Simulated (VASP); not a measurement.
# ZnS (F-43m) in VASP: further runs

Aim: see how the results for ZnS move with the level of theory and the settings. Levels: PBE, PBE-based global hybrid with 10 % exact exchange, PBE-based global hybrid with 15 % exact exchange, PBE-based screened hybrid with 25 % exact exchange. Tasks: single point.

All numbers are computed with VASP 6.6.1; they aren't measurements. Logs are shortened: lines on timing, memory, paths and dates and some standing lists are left out, and cuts for length are marked.

## Step 1: The cell of the first run

The structure is cubic, space group F-43m (No. 216). The conventional cell has a = 5.510 Å, b = 5.510 Å, c = 5.510 Å, α = 90.00°, β = 90.00°, γ = 90.00°. Zn (site symmetry -43m) has 4 S at 2.39 Å within 3.2 Å. S (site symmetry -43m) has 4 Zn at 2.39 Å within 3.2 Å.

## Step 2: Single point, PBE, collinear spin

INCAR

```
SYSTEM = ZnS
PREC = Accurate
ENCUT = 520
EDIFF = 1E-7
ISMEAR = -5
SIGMA = 0.05
LREAL = .False.
LASPH = .True.
NELM = 150
ALGO = Normal
ISIF = 2
LWAVE = .False.
LCHARG = .True.
ISPIN = 2
MAGMOM = 0.58 0
LORBIT = 11
GGA = PE
LELF = .True.
LVHAR = .True.
NBANDS = 20
```

KPOINTS

```
Automatic mesh
0
Gamma
  9 9 9
  0 0 0
```

POSCAR

```
ZnS
1.0
    0.0000000000      2.7549938462      2.7549938462
    2.7549938462      0.0000000000      2.7549938462
    2.7549938462      2.7549938462      0.0000000000
Zn S
1 1
Direct
    0.7500000000      0.7500000000      0.7500000000
    0.0000000000      0.0000000000      0.0000000000
```

Potentials or basis: VASP PAW PBE potentials, release 64 (Zn, S).

Launch:

```sh
$ cat potpaw_PBE.64/Zn/POTCAR potpaw_PBE.64/S/POTCAR > POTCAR
$ mpirun -np 1 vasp_std > vasp.out
```

OUTCAR:

```text
SYSTEM = ZnS
   PREC = Accurate
   ENCUT = 520
   EDIFF = 1E-7
   ISMEAR = -5
   LREAL = .False.
   LASPH = .True.
   NELM = 150
   ISIF = 2
   ISPIN = 2
   LORBIT = 11
   GGA = PE

 ion  position               nearest neighbor table
   1  0.750  0.750  0.750-   2 2.39   2 2.39   2 2.39   2 2.39
   2  0.000  0.000  0.000-   1 2.39   1 2.39   1 2.39   1 2.39

  LATTYP: Found a face centered cubic cell.
 ALAT       =     5.5099876924

  Lattice vectors:

 A1 = (   0.0000000000,   2.7549938462,   2.7549938462)
 A2 = (   2.7549938462,   0.0000000000,   2.7549938462)
 A3 = (   2.7549938462,   2.7549938462,   0.0000000000)

Analysis of symmetry for initial positions (statically):
=====================================================================
 Subroutine PRICEL returns:
 Original cell was already a primitive cell.

 Routine SETGRP: Setting up the symmetry group for a
 face centered cubic supercell.

 Subroutine GETGRP returns: Found 24 space group operations
 (whereof 24 operations were pure point group operations)
 out of a pool of 48 trial point group operations.

The static configuration has the point symmetry T_d .

Analysis of symmetry for dynamics (positions and initial velocities):
=====================================================================
 Subroutine PRICEL returns:
 Original cell was already a primitive cell.

 Routine SETGRP: Setting up the symmetry group for a
 face centered cubic supercell.

 Subroutine GETGRP returns: Found 24 space group operations
 (whereof 24 operations were pure point group operations)
 out of a pool of 48 trial point group operations.

The dynamic configuration has the point symmetry T_d .

Analysis of structural, dynamic, and magnetic symmetry:
=====================================================================
 Subroutine PRICEL returns:
 Original cell was already a primitive cell.

 Routine SETGRP: Setting up the symmetry group for a
 face centered cubic supercell.

 Subroutine GETGRP returns: Found 24 space group operations
 (whereof 24 operations were pure point group operations)
 out of a pool of 48 trial point group operations.

The overall configuration has the point symmetry T_d .

 Subroutine INISYM returns: Found 24 space group operations
 (whereof 24 operations are pure point group operations),
 and found     1 'primitive' translations

----------------------------------------------------------------------------------------

                                     Primitive cell

  volume of cell :      41.8208

  direct lattice vectors                    reciprocal lattice vectors
     0.000000000  2.754993846  2.754993846    -0.181488609  0.181488609  0.181488609
     2.754993846  0.000000000  2.754993846     0.181488609 -0.181488609  0.181488609
     2.754993846  2.754993846  0.000000000     0.181488609  0.181488609 -0.181488609

  length of vectors
     3.896149662  3.896149662  3.896149662     0.314347491  0.314347491  0.314347491

  position of ions in fractional coordinates (direct lattice)
     0.750000000  0.750000000  0.750000000
     0.000000000  0.000000000  0.000000000

  ion indices of the primitive-cell ions
   primitive index   ion index
                 1           1
                 2           2

----------------------------------------------------------------------------------------

 KPOINTS: Automatic mesh

Automatic generation of k-mesh.
 Grid dimensions read from file:
 generate k-points for:    9    9    9

 Generating k-lattice:

  Cartesian coordinates                     Fractional coordinates (reciprocal lattice)
    -0.020165401  0.020165401  0.020165401     0.111111111  0.000000000  0.000000000
     0.020165401 -0.020165401  0.020165401     0.000000000  0.111111111  0.000000000
     0.020165401  0.020165401 -0.020165401     0.000000000  0.000000000  0.111111111

  Length of vectors
     0.034927499  0.034927499  0.034927499

  Shift w.r.t. Gamma in fractional coordinates (k-lattice)
     0.000000000  0.000000000  0.000000000

 TETIRR: Found    115 inequivalent tetrahedra from     4374

 Subroutine IBZKPT returns following result:
 ===========================================

 Found     35 irreducible k-points:

 Following reciprocal coordinates:
            Coordinates               Weight
  0.000000  0.000000  0.000000      1.000000
  0.111111  0.000000  0.000000      8.000000
  0.222222  0.000000  0.000000      8.000000
  0.333333  0.000000  0.000000      8.000000
  0.444444  0.000000  0.000000      8.000000
  0.111111  0.111111  0.000000      6.000000
[... 16 lines left out ...]
 -0.333333  0.333333  0.000000     12.000000
  0.444444  0.444444  0.000000      6.000000
 [... further k-points ...]
   k-points           NKPTS =     35   k-points in BZ     NKDIM =     35   number of bands    NBANDS=     20
   number of dos      NEDOS =    301   number of ions     NIONS =      2
   total plane-waves  NPLWV =  27000
   dimension x,y,z NGX =    30 NGY =   30 NGZ =   30
   dimension x,y,z NGXF=    60 NGYF=   60 NGZF=   60
   ions per type =               1   1
   NGX,Y,Z   is equivalent  to a cutoff of  12.80, 12.80, 12.80 a.u.
   NGXF,Y,Z  is equivalent  to a cutoff of  25.60, 25.60, 25.60 a.u.
 SYSTEM =  ZnS
   PREC   = accura    normal or accurate (medium, high low for compatibility)
   ISTART =      0    job   : 0-new  1-cont  2-samecut
   ICHARG =      2    charge: 1-file 2-atom 10-const
   ISPIN  =      2    spin polarized calculation?
   LNONCOLLINEAR =      F non collinear calculations
   LSORBIT =      F    spin-orbit coupling
   LASPH  =      T    aspherical Exc in radial PAW
   ENCUT  =  520.0 eV  38.22 Ry    6.18 a.u.   7.24  7.24  7.24*2*pi/ulx,y,z
   NELM   =    150;   NELMIN=  2; NELMDL= -5     # of ELM steps
   EDIFF  = 0.1E-06   stopping-criterion for ELM
   LREAL  =      F    real-space projection
   EDIFFG = 0.1E-05   stopping-criterion for IOM
   NSW    =      0    number of steps for IOM
   IBRION =     -1    ionic relax: 0-MD 1-quasi-New 2-CG
   NFREE  =      0    steps in history (QN), initial steepest desc. (CG)
   ISIF   =      2    stress and relaxation
   ISYM   =      2    0-nonsym 1-usesym 2-fastsym
   POTIM  = 0.5000    time-step for ionic-motion
   TEBEG  =    0.0;   TEEND  =   0.0 temperature during run
   PSTRESS=    0.0 pullay stress
   NELECT =      18.0000    total number of electrons
   NUPDOWN=      -1.0000    fix difference up-down
   EMIN   =  10.00;   EMAX   =-10.00  energy-range for DOS
   EFERMI =   0.00;   METHOD = LEGACY
   ISMEAR =    -5;   SIGMA  =   0.05  broadening in eV -4-tet -1-fermi 0-gaus
   EFERMI_NEDOS =   21; number of points for ismear=-14 and -15
   IALGO  =     38    algorithm
   IMIX   =      4    mixing-type and parameters
     AMIX     =   0.40;   BMIX     =  1.00
     AMIX_MAG =   1.60;   BMIX_MAG =  1.00
  volume/ion in A,a.u.               =      20.91       141.11
  Fermi-wavevector in a.u.,A,eV,Ry     =   1.236047  2.335790 20.787151  1.527813
  Thomas-Fermi vector in A             =   2.370672
   LORBIT       =     11    0 simple, 1 ext, 2 COOP (PROOUT), +10 PAW based schemes
   GGA     = PE    functional components
   LHFCALC =     F    Hartree Fock is set to
   AEXX    =    0.0000 exact exchange contribution
   IVDW    =     0    specifies the selected vdW correction
   LEPSILON=     F    determine dielectric tensor
   LRPA    =     F    only Hartree local field effects (RPA)
 spin polarized calculation
 Fermi weights with tetrahedron method with Bloechl corrections
  energy-cutoff  :      520.00
  volume of cell :       41.82
 maximum number of plane-waves:      1147
 NGX is ok and might be reduce to    30
   NGX = 15   NGY = 15   NGZ = 15

 number of electron      17.9999993 magnetization       0.0001026

 number of electron      17.9999993 magnetization      -0.0000049

 Free energy of the ion-electron system (eV)
  ---------------------------------------------------
  ext. energy  EPLUGINS =         0.00000000
  ---------------------------------------------------
  free energy    TOTEN  =        -6.84281973 eV

  energy without entropy =       -6.84281973  energy(sigma->0) =       -6.84281973

 E-fermi :   1.5837     XC(G=0):  -9.3585

 val. band max:        1.5819656810   @ k =   0.0000   0.0000   0.0000
 cond. band min:       3.4450519654   @ k =   0.0000   0.0000   0.0000
 fundamental gap:      1.8630862843
 Fermi energy:         1.5837372388

 spin component 1

 k-point     1 :       0.0000    0.0000    0.0000
  band No.  band energies     occupation
      1     -11.1698      1.00000
      2      -4.5439      1.00000
      3      -4.5439      1.00000
      4      -4.5439      1.00000
      5      -4.1122      1.00000
      6      -4.1122      1.00000
[... 12 lines left out ...]
     19      15.9621      0.00000
     20      18.8844      0.00000

 k-point     2 :       0.1111    0.0000    0.0000
  band No.  band energies     occupation
      1     -11.0861      1.00000
      2      -4.5399      1.00000
      3      -4.5291      1.00000
      4      -4.5291      1.00000
      5      -4.1134      1.00000
      6      -4.1134      1.00000
[... 12 lines left out ...]
     19      16.9752      0.00000
     20      20.1187      0.00000

 k-point     3 :       0.2222    0.0000    0.0000
  band No.  band energies     occupation
      1     -10.8616      1.00000
      2      -4.5030      1.00000
      3      -4.4942      1.00000
      4      -4.4942      1.00000
      5      -4.1123      1.00000
      6      -4.1123      1.00000
[... 12 lines left out ...]
     19      19.0055      0.00000
     20      21.6612      0.00000

 k-point     4 :       0.3333    0.0000    0.0000
  band No.  band energies     occupation
      1     -10.5791      1.00000
      2      -4.4610      1.00000
      3      -4.4610      1.00000
      4      -4.3641      1.00000
      5      -4.1019      1.00000
      6      -4.1019      1.00000
[... 429 lines left out ...]
 k-point    23 :      -0.3333    0.3333    0.0000
  band No.  band energies     occupation
      1     -10.1393      1.00000
      2      -4.4343      1.00000
      3      -4.3320      1.00000
      4      -4.1603      1.00000
      5      -4.0988      1.00000
      6      -3.8542      1.00000
[... 12 lines left out ...]
     19      19.4128      0.00000
     20      20.1977      0.00000

 k-point    24 :       0.4444    0.4444    0.0000
  band No.  band energies     occupation
      1     -10.1094      1.00000
      2      -4.5276      1.00000
      3      -4.2574      1.00000
      4      -4.2574      1.00000
      5      -4.0500      1.00000
      6      -3.9658      1.00000
[... 12 lines left out ...]
     19      20.5695      0.00000
     20      21.5500      0.00000

 [... further k-points ...]

 spin component 2

 k-point     1 :       0.0000    0.0000    0.0000
  band No.  band energies     occupation
      1     -11.1698      1.00000
      2      -4.5439      1.00000
      3      -4.5439      1.00000
      4      -4.5439      1.00000
      5      -4.1122      1.00000
      6      -4.1122      1.00000
[... 12 lines left out ...]
     19      15.9621      0.00000
     20      18.8845      0.00000

 k-point     2 :       0.1111    0.0000    0.0000
  band No.  band energies     occupation
      1     -11.0861      1.00000
      2      -4.5399      1.00000
      3      -4.5291      1.00000
      4      -4.5291      1.00000
      5      -4.1134      1.00000
      6      -4.1134      1.00000
[... 12 lines left out ...]
     19      16.9752      0.00000
     20      20.1187      0.00000

 k-point     3 :       0.2222    0.0000    0.0000
  band No.  band energies     occupation
      1     -10.8616      1.00000
      2      -4.5030      1.00000
      3      -4.4942      1.00000
      4      -4.4942      1.00000
      5      -4.1123      1.00000
      6      -4.1123      1.00000
[... 12 lines left out ...]
     19      19.0055      0.00000
     20      21.6612      0.00000

 k-point     4 :       0.3333    0.0000    0.0000
  band No.  band energies     occupation
      1     -10.5791      1.00000
      2      -4.4610      1.00000
      3      -4.4610      1.00000
      4      -4.3641      1.00000
      5      -4.1019      1.00000
      6      -4.1019      1.00000
[... 429 lines left out ...]
 k-point    23 :      -0.3333    0.3333    0.0000
  band No.  band energies     occupation
      1     -10.1393      1.00000
      2      -4.4343      1.00000
      3      -4.3320      1.00000
      4      -4.1603      1.00000
      5      -4.0988      1.00000
      6      -3.8542      1.00000
[... 12 lines left out ...]
     19      19.4128      0.00000
     20      20.1977      0.00000

 k-point    24 :       0.4444    0.4444    0.0000
  band No.  band energies     occupation
      1     -10.1094      1.00000
      2      -4.5276      1.00000
      3      -4.2574      1.00000
      4      -4.2574      1.00000
      5      -4.0500      1.00000
      6      -3.9658      1.00000
[... 12 lines left out ...]
     19      20.5695      0.00000
     20      21.5500      0.00000

 [... further k-points ...]
[... 5 lines left out ...]
  --------------------------------------------------------------------------------------
  -------------------------------------------------------------------------------------
  Total       -0.5751704     -0.5751704     -0.5751704     -0.0000000     -0.0000000      0.0000000
  in kB      -22.0351102    -22.0351102    -22.0351102     -0.0000000     -0.0000000      0.0000000
  external PRESSURE =     -22.0351102 kB  Pullay stress =       0.0000000 kB

 VOLUME and BASIS-vectors are now :
 -----------------------------------------------------------------------------
  energy-cutoff  :      520.00
  volume of cell :       41.82
      direct lattice vectors                 reciprocal lattice vectors
     0.000000000  2.754993846  2.754993846    -0.181488609  0.181488609  0.181488609
     2.754993846  0.000000000  2.754993846     0.181488609 -0.181488609  0.181488609
     2.754993846  2.754993846  0.000000000     0.181488609  0.181488609 -0.181488609

 POSITION                                       TOTAL-FORCE (eV/Angst)
 -----------------------------------------------------------------------------------
      4.13249      4.13249      4.13249        -0.000000     -0.000000     -0.000000
      0.00000      0.00000      0.00000         0.000000      0.000000      0.000000
 -----------------------------------------------------------------------------------
    total drift:                               -0.000000     -0.000000     -0.000000

  FREE ENERGIE OF THE ION-ELECTRON SYSTEM (eV)
  ---------------------------------------------------
  free  energy   TOTEN  =        -6.8428197264 eV

  energy  without entropy=       -6.8428197264  energy(sigma->0) =       -6.84281973

 total charge

# of ion       s       p       d       tot
------------------------------------------
    1        0.505   0.429   9.794  10.728
    2        1.317   2.409   0.000   3.726
--------------------------------------------------
tot          1.822   2.838   9.794  14.454

 magnetization (x)

# of ion       s       p       d       tot
------------------------------------------
    1       -0.000  -0.000   0.000  -0.000
    2       -0.000  -0.000   0.000  -0.000
--------------------------------------------------
tot         -0.000  -0.000   0.000  -0.000
```

Run time: 2.4 min. Hardware: 1 thread of Intel Xeon 8259CL, shared host; peak memory 0.21 GiB.

Results:

- Free energy: -6.8428 eV
- Pressure: -2.2 GPa
- Band gap on the k mesh: 1.86 eV
- Net moment: 0.00 μB per cell
- Valence electrons inside the program's atomic spheres: Zn 10.73; S 3.73

A hybrid or GW would open this gap; PBE tends to underestimate it.

(Continued in part 2 of 2.)
